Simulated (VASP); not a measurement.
# SrRe (P-6m2) in VASP: single point with PBE

Aim: the single point of SrRe with PBE.

Program: VASP 6.6.1. These are calculated values, not measurements. Logs are shortened: lines on timing, memory, paths and dates and some standing lists are left out, and cuts for length are marked.

## (1) The cell of the first run

It takes space group P-6m2 (No. 187, hexagonal). Conventional cell: a = 2.984 Å, b = 2.984 Å, c = 5.493 Å, α = 90.00°, β = 90.00°, γ = 120.00°. Within 3.9 Å of Sr (site symmetry -6m2) lie 6 Sr at 2.98 Å and 6 Re at 3.24 Å. Within 3.9 Å of Re (site symmetry -6m2) lie 6 Re at 2.98 Å and 6 Sr at 3.24 Å.

The cell was generated, and may not be a known phase.

## (2) Single point, PBE

File INCAR:

```
SYSTEM = SrRe
ALGO = Normal
EDIFF = 1E-6
ENCUT = 560
GGA = PE
GGA_COMPAT = .False.
ISIF = 2
ISMEAR = 0
LASPH = .True.
LCHARG = .False.
LREAL = .False.
LWAVE = .False.
NBANDS = 20
NELM = 120
PREC = Accurate
SIGMA = 0.1
```

File KPOINTS:

```
k-points
0
Gamma
  6 6 4
  0 0 0
```

File POSCAR:

```
SrRe
1.0
    2.9840576611     -0.0000000022      0.0000000000
   -1.4920288286      2.5842697420      0.0000000000
    0.0000000000      0.0000000000      5.4929901691
Sr Re
1 1
Direct
    0.3333333333      0.6666666667      0.5000000000
    0.0000000000      0.0000000000      0.0000000000
```

Potentials or basis: VASP PAW PBE potentials, release 64 (Sr_sv, Re_sv_GW).

Started as:

```
$ cat potpaw_PBE.64/Sr_sv/POTCAR potpaw_PBE.64/Re_sv_GW/POTCAR > POTCAR
$ mpirun -np 1 vasp_std > vasp.out
```

OUTCAR:

```text
SYSTEM = SrRe
   EDIFF = 1E-6
   ENCUT = 560
   GGA = PE
   ISIF = 2
   ISMEAR = 0
   LASPH = .True.
   LREAL = .False.
   NELM = 120
   PREC = Accurate

 ion  position               nearest neighbor table
   1  0.333  0.667  0.500-   2 3.24   2 3.24   2 3.24   2 3.24   2 3.24   2 3.24
   2  0.000  0.000  0.000-   1 3.24   1 3.24   1 3.24   1 3.24   1 3.24   1 3.24

  LATTYP: Found a hexagonal cell.
 ALAT       =     2.9840576611
 C/A-ratio  =     1.8407788297

  Lattice vectors:

 A1 = (   2.9840576611,  -0.0000000022,   0.0000000000)
 A2 = (  -1.4920288286,   2.5842697420,   0.0000000000)
 A3 = (   0.0000000000,   0.0000000000,   5.4929901691)

Analysis of symmetry for initial positions (statically):
=====================================================================
 Subroutine PRICEL returns:
 Original cell was already a primitive cell.

 Routine SETGRP: Setting up the symmetry group for a
 hexagonal supercell.

 Subroutine GETGRP returns: Found 12 space group operations
 (whereof 12 operations were pure point group operations)
 out of a pool of 24 trial point group operations.

The static configuration has the point symmetry D_3h.

Analysis of symmetry for dynamics (positions and initial velocities):
=====================================================================
 Subroutine PRICEL returns:
 Original cell was already a primitive cell.

 Routine SETGRP: Setting up the symmetry group for a
 hexagonal supercell.

 Subroutine GETGRP returns: Found 12 space group operations
 (whereof 12 operations were pure point group operations)
 out of a pool of 24 trial point group operations.

The dynamic configuration has the point symmetry D_3h.

 Subroutine INISYM returns: Found 12 space group operations
 (whereof 12 operations are pure point group operations),
 and found     1 'primitive' translations

----------------------------------------------------------------------------------------

                                     Primitive cell

  volume of cell :      42.3598

  direct lattice vectors                    reciprocal lattice vectors
     2.984057661 -0.000000002  0.000000000     0.335114168  0.193478255  0.000000000
    -1.492028829  2.584269742  0.000000000     0.000000000  0.386956510  0.000000000
     0.000000000  0.000000000  5.492990169     0.000000000  0.000000000  0.182050207

  length of vectors
     2.984057661  2.984057661  5.492990169     0.386956510  0.386956510  0.182050207

  position of ions in fractional coordinates (direct lattice)
     0.333333333  0.666666667  0.500000000
     0.000000000  0.000000000  0.000000000

  ion indices of the primitive-cell ions
   primitive index   ion index
                 1           1
                 2           2

----------------------------------------------------------------------------------------

 KPOINTS: k-points

Automatic generation of k-mesh.
 Grid dimensions read from file:
 generate k-points for:    6    6    4

 Generating k-lattice:

  Cartesian coordinates                     Fractional coordinates (reciprocal lattice)
     0.055852361  0.032246376  0.000000000     0.166666667 -0.000000000  0.000000000
     0.000000000  0.064492752  0.000000000     0.000000000  0.166666667  0.000000000
     0.000000000  0.000000000  0.045512552     0.000000000  0.000000000  0.250000000

  Length of vectors
     0.064492752  0.064492752  0.045512552

  Shift w.r.t. Gamma in fractional coordinates (k-lattice)
     0.000000000  0.000000000  0.000000000

 Subroutine IBZKPT returns following result:
 ===========================================

 Found     21 irreducible k-points:

 Following reciprocal coordinates:
            Coordinates               Weight
  0.000000  0.000000  0.000000      1.000000
  0.166667  0.000000  0.000000      6.000000
  0.333333  0.000000  0.000000      6.000000
  0.500000  0.000000  0.000000      3.000000
  0.166667  0.166667  0.000000      6.000000
  0.333333  0.166667  0.000000     12.000000
[... 13 lines left out ...]
  0.333333  0.166667  0.500000     12.000000
  0.333333  0.333333  0.500000      2.000000
   k-points           NKPTS =     21   k-points in BZ     NKDIM =     21   number of bands    NBANDS=     20
   number of dos      NEDOS =    301   number of ions     NIONS =      2
   total plane-waves  NPLWV =  24192
   dimension x,y,z NGX =    24 NGY =   24 NGZ =   42
   dimension x,y,z NGXF=    48 NGYF=   48 NGZF=   84
   ions per type =               1   1
   NGX,Y,Z   is equivalent  to a cutoff of  13.37, 13.37, 12.71 a.u.
   NGXF,Y,Z  is equivalent  to a cutoff of  26.74, 26.74, 25.42 a.u.
 SYSTEM =  SrRe
   PREC   = accura    normal or accurate (medium, high low for compatibility)
   ISTART =      0    job   : 0-new  1-cont  2-samecut
   ICHARG =      2    charge: 1-file 2-atom 10-const
   ISPIN  =      1    spin polarized calculation?
   LNONCOLLINEAR =      F non collinear calculations
   LSORBIT =      F    spin-orbit coupling
   LASPH  =      T    aspherical Exc in radial PAW
   ENCUT  =  560.0 eV  41.16 Ry    6.42 a.u.   5.76  5.76 10.60*2*pi/ulx,y,z
   NELM   =    120;   NELMIN=  2; NELMDL= -5     # of ELM steps
   EDIFF  = 0.1E-05   stopping-criterion for ELM
   LREAL  =      F    real-space projection
   EDIFFG = 0.1E-04   stopping-criterion for IOM
   NSW    =      0    number of steps for IOM
   IBRION =     -1    ionic relax: 0-MD 1-quasi-New 2-CG
   NFREE  =      0    steps in history (QN), initial steepest desc. (CG)
   ISIF   =      2    stress and relaxation
   ISYM   =      2    0-nonsym 1-usesym 2-fastsym
   POTIM  = 0.5000    time-step for ionic-motion
   TEBEG  =    0.0;   TEEND  =   0.0 temperature during run
   PSTRESS=    0.0 pullay stress
   NELECT =      25.0000    total number of electrons
   NUPDOWN=      -1.0000    fix difference up-down
   EMIN   =  10.00;   EMAX   =-10.00  energy-range for DOS
   EFERMI =   0.00;   METHOD = LEGACY
   ISMEAR =     0;   SIGMA  =   0.10  broadening in eV -4-tet -1-fermi 0-gaus
   EFERMI_NEDOS =   21; number of points for ismear=-14 and -15
   IALGO  =     38    algorithm
   IMIX   =      4    mixing-type and parameters
     AMIX     =   0.40;   BMIX     =  1.00
     AMIX_MAG =   1.60;   BMIX_MAG =  1.00
  volume/ion in A,a.u.               =      21.18       142.93
  Fermi-wavevector in a.u.,A,eV,Ry     =   1.373210  2.594990 25.656574  1.885705
  Thomas-Fermi vector in A             =   2.498747
   LORBIT       =      0    0 simple, 1 ext, 2 COOP (PROOUT), +10 PAW based schemes
   GGA     = PE    functional components
   LHFCALC =     F    Hartree Fock is set to
   AEXX    =    0.0000 exact exchange contribution
   IVDW    =     0    specifies the selected vdW correction
   LEPSILON=     F    determine dielectric tensor
   LRPA    =     F    only Hartree local field effects (RPA)
 non-spin polarized calculation
 Gauss-broadening in eV      SIGMA  =   0.10
  energy-cutoff  :      560.00
  volume of cell :       42.36
 maximum number of plane-waves:      1296
 NGX is ok and might be reduce to    24
   NGX = 11   NGY = 11   NGZ = 21

 number of electron      24.9999999 magnetization

 Free energy of the ion-electron system (eV)
  ---------------------------------------------------
  ext. energy  EPLUGINS =         0.00000000
  ---------------------------------------------------
  free energy    TOTEN  =       -12.70226395 eV

  energy without entropy =      -12.69033906  energy(sigma->0) =      -12.69630151

 E-fermi :   7.1192     XC(G=0): -11.5110

 val. band max:        6.8562900687   @ k =   0.3333   0.0000   0.5000
 cond. band min:       7.1374328974   @ k =   0.1667   0.0000   0.5000
 fundamental gap:      0.2811428287
 Fermi energy:         7.1192298728

 k-point     1 :       0.0000    0.0000    0.0000
  band No.  band energies     occupation
      1     -72.7414      2.00000
      2     -34.5178      2.00000
      3     -34.2897      2.00000
      4     -34.2897      2.00000
      5     -28.8946      2.00000
      6     -10.7297      2.00000
[... 12 lines left out ...]
     19      15.4198      0.00000
     20      15.4198      0.00000

 k-point     2 :       0.1667    0.0000    0.0000
  band No.  band energies     occupation
      1     -72.7353      2.00000
      2     -34.5046      2.00000
      3     -34.3893      2.00000
      4     -34.3138      2.00000
      5     -28.7452      2.00000
      6     -10.5766      2.00000
[... 12 lines left out ...]
     19      15.1409      0.00000
     20      15.2119      0.00000

 k-point     3 :       0.3333    0.0000    0.0000
  band No.  band energies     occupation
      1     -72.7229      2.00000
      2     -34.5848      2.00000
      3     -34.4776      2.00000
      4     -34.3617      2.00000
      5     -28.4276      2.00000
      6     -11.8297      2.00000
[... 12 lines left out ...]
     19      15.2127      0.00000
     20      15.9776      0.00000

 k-point     4 :       0.5000    0.0000    0.0000
  band No.  band energies     occupation
      1     -72.7169      2.00000
      2     -34.6811      2.00000
      3     -34.4642      2.00000
      4     -34.3857      2.00000
      5     -28.2581      2.00000
      6     -12.5230      2.00000
[... 12 lines left out ...]
     19      15.9577      0.00000
     20      16.8252      0.00000

 k-point     5 :       0.1667    0.1667    0.0000
  band No.  band energies     occupation
      1     -72.7260      2.00000
      2     -34.5180      2.00000
      3     -34.4844      2.00000
      4     -34.3686      2.00000
      5     -28.5099      2.00000
      6     -11.3087      2.00000
[... 12 lines left out ...]
     19      14.5846      0.00000
     20      16.4107      0.00000
[... 284 lines left out ...]
      6     -12.5105      2.00000
[... 12 lines left out ...]
     19      14.7856      0.00000
     20      14.8253      0.00000

 k-point    19 :       0.1667    0.1667    0.5000
  band No.  band energies     occupation
      1     -72.7260      2.00000
      2     -34.5179      2.00000
      3     -34.4853      2.00000
      4     -34.3686      2.00000
      5     -28.5076      2.00000
      6     -11.2988      2.00000
[... 12 lines left out ...]
     19      13.1812      0.00000
     20      15.0687      0.00000

 k-point    20 :       0.3333    0.1667    0.5000
  band No.  band energies     occupation
      1     -72.7168      2.00000
      2     -34.6315      2.00000
      3     -34.4644      2.00000
      4     -34.4365      2.00000
      5     -28.2601      2.00000
      6     -12.1559      2.00000
[... 12 lines left out ...]
     19      13.5155      0.00000
     20      16.4601      0.00000

 k-point    21 :       0.3333    0.3333    0.5000
  band No.  band energies     occupation
      1     -72.7138      2.00000
      2     -34.5654      2.00000
      3     -34.5642      2.00000
      4     -34.4576      2.00000
      5     -28.1753      2.00000
      6     -11.6657      2.00000
[... 12 lines left out ...]
     19      14.9741      0.00000
     20      15.7173      0.00000

------------------------ aborting loop because EDIFF is reached ----------------------------------------

  FORCE on cell =-STRESS in cart. coord.  units (eV):
  Direction    XX          YY          ZZ          XY          YZ          ZX
  --------------------------------------------------------------------------------------
  -------------------------------------------------------------------------------------
  Total       -0.0287790     -0.0287790     -0.0523396     -0.0000000      0.0000000      0.0000000
  in kB       -1.0885092     -1.0885092     -1.9796431     -0.0000000      0.0000000      0.0000000
  external PRESSURE =      -1.3855539 kB  Pullay stress =       0.0000000 kB

 VOLUME and BASIS-vectors are now :
 -----------------------------------------------------------------------------
  energy-cutoff  :      560.00
  volume of cell :       42.36
      direct lattice vectors                 reciprocal lattice vectors
     2.984057661 -0.000000002  0.000000000     0.335114168  0.193478255  0.000000000
    -1.492028829  2.584269742  0.000000000     0.000000000  0.386956510  0.000000000
     0.000000000  0.000000000  5.492990169     0.000000000  0.000000000  0.182050207

 POSITION                                       TOTAL-FORCE (eV/Angst)
 -----------------------------------------------------------------------------------
      0.00000      1.72285      2.74650         0.000000     -0.000000      0.000000
      0.00000      0.00000      0.00000         0.000000      0.000000      0.000000
 -----------------------------------------------------------------------------------
    total drift:                                0.000000     -0.000000     -0.000000

  FREE ENERGIE OF THE ION-ELECTRON SYSTEM (eV)
  ---------------------------------------------------
  free  energy   TOTEN  =       -12.7022639541 eV

  energy  without entropy=      -12.6903390648  energy(sigma->0) =      -12.69630151
```

It took 18 s on 1 thread of AMD EPYC 9R45 (Zen 5), shared host; peak memory 0.15 GiB.

What came out:

```yaml
Free_energy: -12.7023 eV
Pressure: -0.1 GPa
Band_gap_on_the_k_mesh: zero (an odd number of electrons rules out a gap without spin polarisation)
```

Caveat: the k points lie up to 0.41 Å⁻¹ apart, too coarse for converged energies and pressures of a metal; spin-orbit coupling is left out, which moves the levels of the heavy elements.

The gap in the log of VASP goes by the Fermi energy; the results here count the filled bands.